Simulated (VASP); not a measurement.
# BeTe (F-43m) in VASP: G0W0 quasiparticle levels with PBE

Aim: the G0W0 quasiparticle levels of BeTe with PBE.

Program: VASP 6.6.1. These are calculated values, not measurements. Logs are shortened: lines on timing, memory, paths and dates and some standing lists are left out, and cuts for length are marked.

### Step 1. The cell of the first run

It takes space group F-43m (No. 216, cubic). The conventional cell has a = 5.657 Å, b = 5.657 Å, c = 5.657 Å, α = 90.00°, β = 90.00°, γ = 90.00°. Be (site symmetry -43m) has 4 Te at 2.45 Å within 3.2 Å. Within 3.2 Å of Te (site symmetry -43m) lie 4 Be at 2.45 Å.

### Step 2. G0W0 quasiparticle levels, PBE

Input file POSCAR:

```
BeTe
1.0
    0.0000000000      2.8286236236      2.8286236236
    2.8286236236      0.0000000000      2.8286236236
    2.8286236236      2.8286236236      0.0000000000
Be Te
1 1
Direct
    0.0000000000      0.0000000000      0.0000000000
    0.2500000000      0.2500000000      0.2500000000
```

Input file INCAR.step1:

```
ALGO = Normal
EDIFF = 1E-8
ENCUT = 500
GGA = PE
ISMEAR = 0
LASPH = True
LCHARG = False
LREAL = False
LWAVE = True
NELM = 100
PREC = Accurate
SIGMA = 0.01
```

Input file INCAR.step2:

```
ALGO = Exact
EDIFF = 1E-8
ENCUT = 500
GGA = PE
ISMEAR = 0
ISTART = 1
LASPH = True
LCHARG = False
LOPTICS = True
LREAL = False
LWAVE = True
NBANDS = 77
NELM = 1
PREC = Accurate
SIGMA = 0.01
```

Input file INCAR.step3:

```
ALGO = EVGW0
EDIFF = 1E-8
ENCUT = 500
ENCUTGW = 80.0
GGA = PE
ISMEAR = 0
ISTART = 1
LASPH = True
LCHARG = False
LREAL = False
LWAVE = False
NBANDS = 77
NBANDSGW = 12
NELMGW = 1
NOMEGA = 48
PREC = Accurate
PRECFOCK = Fast
SIGMA = 0.01
```

Input file KPOINTS:

```
k-points
0
Gamma
  4 4 4
```

Potentials or basis: VASP PAW PBE potentials, release 64 (Be_GW, Te_GW).

The run is started by

```console
cat potpaw_PBE.64/Be_GW/POTCAR potpaw_PBE.64/Te_GW/POTCAR > POTCAR
cp INCAR.step1 INCAR
mpirun -np 1 vasp_std > vasp.out
cp INCAR.step2 INCAR
mpirun -np 1 vasp_std > vasp.out
cp INCAR.step3 INCAR
mpirun -np 1 vasp_std > vasp.out
```

OUTCAR:

```text
EDIFF = 1E-8
   ENCUT = 500
   ENCUTGW = 80.0
   GGA = PE
   ISMEAR = 0
   ISTART = 1
   LASPH = True
   LREAL = False
   NELMGW = 1
   PREC = Accurate
   PRECFOCK = Fast

 ion  position               nearest neighbor table
   1  0.000  0.000  0.000-   2 2.45   2 2.45   2 2.45   2 2.45
   2  0.250  0.250  0.250-   1 2.45   1 2.45   1 2.45   1 2.45

  LATTYP: Found a face centered cubic cell.
 ALAT       =     5.6572472472

  Lattice vectors:

 A1 = (   0.0000000000,   2.8286236236,   2.8286236236)
 A2 = (   2.8286236236,   0.0000000000,   2.8286236236)
 A3 = (   2.8286236236,   2.8286236236,   0.0000000000)

Analysis of symmetry for initial positions (statically):
=====================================================================
 Subroutine PRICEL returns:
 Original cell was already a primitive cell.

 Routine SETGRP: Setting up the symmetry group for a
 face centered cubic supercell.

 Subroutine GETGRP returns: Found 24 space group operations
 (whereof 24 operations were pure point group operations)
 out of a pool of 48 trial point group operations.

The static configuration has the point symmetry T_d .

Analysis of symmetry for dynamics (positions and initial velocities):
=====================================================================
 Subroutine PRICEL returns:
 Original cell was already a primitive cell.

 Routine SETGRP: Setting up the symmetry group for a
 face centered cubic supercell.

 Subroutine GETGRP returns: Found 24 space group operations
 (whereof 24 operations were pure point group operations)
 out of a pool of 48 trial point group operations.

The dynamic configuration has the point symmetry T_d .

 Subroutine INISYM returns: Found 24 space group operations
 (whereof 24 operations are pure point group operations),
 and found     1 'primitive' translations

----------------------------------------------------------------------------------------

[... 73 lines left out ...]
   ENCUT  =  500.0 eV  36.75 Ry    6.06 a.u.   7.29  7.29  7.29*2*pi/ulx,y,z
   NELM   =     60;   NELMIN=  2; NELMDL=  0     # of ELM steps
   EDIFF  = 0.1E-07   stopping-criterion for ELM
   LREAL  =      F    real-space projection
   EDIFFG = 0.1E-06   stopping-criterion for IOM
   NSW    =      0    number of steps for IOM
   IBRION =     -1    ionic relax: 0-MD 1-quasi-New 2-CG
   NFREE  =      0    steps in history (QN), initial steepest desc. (CG)
   ISIF   =      0    stress and relaxation
   ISYM   =      3    0-nonsym 1-usesym 2-fastsym
   POTIM  = 0.5000    time-step for ionic-motion
   TEBEG  =    0.0;   TEEND  =   0.0 temperature during run
   PSTRESS=    0.0 pullay stress
   NELECT =       8.0000    total number of electrons
   NUPDOWN=      -1.0000    fix difference up-down
   EMIN   =  10.00;   EMAX   =-10.00  energy-range for DOS
   EFERMI =   0.00;   METHOD = LEGACY
   ISMEAR =     0;   SIGMA  =   0.01  broadening in eV -4-tet -1-fermi 0-gaus
   EFERMI_NEDOS =   21; number of points for ismear=-14 and -15
   IALGO  =     38    algorithm
   IMIX   =      4    mixing-type and parameters
     AMIX     =   0.40;   BMIX     =  1.00
     AMIX_MAG =   1.60;   BMIX_MAG =  1.00
  volume/ion in A,a.u.               =      22.63       152.73
  Fermi-wavevector in a.u.,A,eV,Ry     =   0.918727  1.736142 11.484116  0.844059
  Thomas-Fermi vector in A             =   2.043841
   LORBIT       =      0    0 simple, 1 ext, 2 COOP (PROOUT), +10 PAW based schemes
   GGA     = PE    functional components
   LHFCALC =     T    Hartree Fock is set to
   PRECFOCK=fast      Normal, Fast or Accurate (Low or Medium for compatibility)
   ENCUT4O =  -1.0   cutoff for four orbital integrals eV
   NKREDX  =     1    reduce k-point grid by
   NKREDY  =     1    reduce k-point grid by
   NKREDZ  =     1    reduce k-point grid by
   AEXX    =    1.0000 exact exchange contribution
   HFSCREEN=    0.0000 screening length (either q_TF or 0.3 A-1)
   HFSCREENC=   0.0000 screening length for correlation (either q_TF or 0.3 A-1)
   ENCUTFOCK=  -1.0 apply spherical cutoff to Coloumb kernel
   IVDW    =     0    specifies the selected vdW correction
   LEPSILON=     F    determine dielectric tensor
   LRPA    =     F    only Hartree local field effects (RPA)
   LRPAFORCE           =     F    calculate RPA forces
   ENCUTGW             =  80.0    cutoff for response function in eV
   ENCUTGWSOFT         =  64.0    soft cutoff for Coulomb kernel in GW response function in eV
   ENCUTLF             =  -1.0    cutoff for local field effects
   NELMGW              =     1    number of iterations in solving QP/BSE equation
   NELMHF              =     1    number of iterations in the inner HF iteration
   NKREDLFX            =     1    NKREDLFY  =   1   NKREDLFZ  =   1
 non-spin polarized calculation
 Gauss-broadening in eV      SIGMA  =   0.01
  energy-cutoff  :      500.00
  volume of cell :       45.26
 maximum number of plane-waves:      1174
 NGX is ok and might be reduce to    30
  NGX = 18; NGY = 18; NGZ = 18
   NGX = 15   NGY = 15   NGZ = 15
 maximum number of plane-waves:        80
 NGX is ok and might be reduce to    14

 QP shifts <psi_nk| G(iteration)W_0 |psi_nk>: iteration 1
 for sc-GW calculations column KS-energies equals QP-energies in previous step
 and V_xc(KS)=  KS-energies - (<T + V_ion + V_H > + <T+V_H+V_ion>^1  + <V_x>^1)

 k-point   1 :       0.0000    0.0000    0.0000
  band No.  KS-energies  QP-energies   sigma(KS)   V_xc(KS)     V^pw_x(r,r')   Z            occupation Imag(sigma)

      1      -7.4965      -8.1199     -11.6534     -10.7681     -17.5914       0.7042       2.0000       1.1980
      2       4.7129       4.2324     -11.6759     -11.0635     -12.9600       0.7847       2.0000       0.0604
      3       4.7129       4.2324     -11.6759     -11.0635     -12.9600       0.7847       2.0000       0.0604
      4       4.7129       4.2324     -11.6759     -11.0635     -12.9600       0.7847       2.0000       0.0604
      5       8.3282       8.7493      -8.7563      -9.3031      -4.7419       0.7701       0.0000      -0.0882
      6       8.3282       8.7493      -8.7563      -9.3031      -4.7419       0.7701       0.0000      -0.0882
      7       8.3282       8.7493      -8.7563      -9.3031      -4.7419       0.7701       0.0000      -0.0882
      8       8.4320       9.0565      -8.8031      -9.6118      -4.6733       0.7723       0.0000      -0.0940
      9      13.0032      13.1066      -7.6780      -7.8160      -2.4123       0.7489       0.0000      -0.2281
     10      15.1050      15.4471      -8.7294      -9.1813      -3.7436       0.7568       0.0000      -0.2615
     11      15.1050      15.4471      -8.7294      -9.1813      -3.7436       0.7568       0.0000      -0.2615
     12      15.9979      16.1881      -7.5136      -7.7647      -2.0951       0.7574       0.0000      -0.3310
[... 100 lines left out ...]
      1      -5.6706      -6.0326     -12.0150     -11.5104     -17.3361       0.7174       2.0000       0.8641
      2       0.1769      -0.5897     -11.1082     -10.0532     -13.9670       0.7266       2.0000       0.1617
      3       1.0848       0.3710     -10.7165      -9.7636     -12.9718       0.7491       2.0000       0.1140
      4       1.5630       0.8861     -10.6664      -9.7700     -12.6766       0.7552       2.0000       0.0979
      5      10.0004      10.1968      -8.3908      -8.6434      -4.3096       0.7775       0.0000      -0.1069
      6      10.2382      10.7620      -8.5696      -9.2661      -3.7738       0.7519       0.0000      -0.1355
      7      10.2839      10.5756      -8.2709      -8.6521      -3.8019       0.7651       0.0000      -0.1182
      8      10.8478      11.3032      -9.2798      -9.8871      -4.6534       0.7499       0.0000      -0.1452
      9      15.6396      16.1350      -9.0323      -9.7084      -3.1897       0.7327       0.0000      -0.4177
     10      16.3396      16.7422      -9.2787      -9.8244      -3.5007       0.7379       0.0000      -0.5028
     11      17.6552      18.0787      -8.6036      -9.1704      -2.7369       0.7471       0.0000      -0.5317
     12      18.5581      18.9876      -8.7214      -9.2815      -2.8642       0.7668       0.0000      -0.6924
```

OUTCAR.step2:

```text
EDIFF = 1E-8
   ENCUT = 500
   GGA = PE
   ISMEAR = 0
[... 689 lines left out ...]
  --------------------------------------------------------------------------------------------------------------
     0.00000    10.26929    10.26929    10.26929    -0.00000    -0.00000     0.00000
     1.03947    10.74966    10.74966    10.74966    -0.00000    -0.00000     0.00000
     2.07893    12.64055    12.64055    12.64055    -0.00000    -0.00000     0.00000
     3.11840    19.30370    19.30370    19.30370    -0.00000    -0.00000     0.00000
     4.15787     9.43690     9.43690     9.43690    -0.00000    -0.00000     0.00000
     5.19733   -28.17041   -28.17041   -28.17041     0.00000     0.00000    -0.00000
[... 92 lines left out ...]
   101.86776     0.97152     0.97152     0.97152     0.00000     0.00000    -0.00000
   102.90722     0.97211     0.97211     0.97211     0.00000     0.00000    -0.00000
```

Run time: 4 min. Hardware: 1 thread of Intel Xeon 8259CL, shared host; peak memory 0.43 GiB.

What came out:

```yaml
Band_gap_on_the_k_mesh_mean-field_level: 2.00 eV, indirect (least direct gap 3.62 eV)
Quasiparticle_gap: 2.64 eV
Least_direct_quasiparticle_gap: 4.52 eV
```

Levels at points of the mesh, in eV from the valence-band top:
```tsv
k point	band 2	band 3	band 4	band 5	band 6	band 7
(0.00, 0.00, 0.00)	0.00	0.00	0.00	3.62	3.62	3.62
(0.50, 0.00, 0.00)	-5.46	-1.11	-1.11	3.03	4.60	4.60
(0.50, 0.50, 0.00)	-5.05	-2.60	-2.60	2.00	2.68	9.64
```

Caveat: the k points lie up to 0.48 Å⁻¹ apart; bands, screening cutoff and mesh are small and nothing is extrapolated, so the quasiparticle values aren't converged; spin-orbit coupling is left out, which moves the levels of the heavy elements. A k mesh can miss the band edges.
